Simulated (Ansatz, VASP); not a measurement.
## Two plane-wave programs on Si2Ni

```
Si Ni
1.0
     3.81230    0.00000    0.00000
    -1.90615    3.30155    0.00000
     0.00000    0.00000   25.89456
Si Ni
8 4
Direct
  0.00000 0.00000 0.29395
  0.33333 0.66667 0.34881
  0.66667 0.33333 0.40949
  0.00000 0.00000 0.47031
  0.33333 0.66667 0.52969
  0.66667 0.33333 0.59051
  0.00000 0.00000 0.65119
  0.33333 0.66667 0.70605
  0.66667 0.33333 0.32082
  0.33333 0.66667 0.43957
  0.00000 0.00000 0.56043
  0.66667 0.33333 0.67918
```

Alike in both runs: functional PBEsol; k mesh 9 × 9 × 1; occupations gaussian, width 0.1 eV; no spin polarisation.

Ansatz relaxed the structure, and its values are those at the end. VASP's run is a single point on that final structure, the one shown.

|  | VASP | Ansatz |
| --- | --- | --- |
| version | VASP 6.6.1 | Ansatz 0.2.0 |
| potentials or method | VASP PAW PBE potentials, release 64 (Si, Ni), cutoff 520 eV | scalar-relativistic, plane waves, PAW |
| valence electrons in the cell | 72 | 104 |

```tsv
	VASP	Ansatz	Ansatz less VASP
gap on the k mesh at the Fermi level (eV)	none	none	-
rms of the force components (eV/Å)	0.005	0.005	-0.0002
```

VASP's potentials were made for PBE, not for PBEsol. A gap of «none» marks a metal or a gap that the smearing closes. VASP's potentials hold 72 valence electrons a cell and Ansatz's 104, so a difference there can come from the potentials and not from the codes. Ansatz's warnings: xc potential rough in thin density.
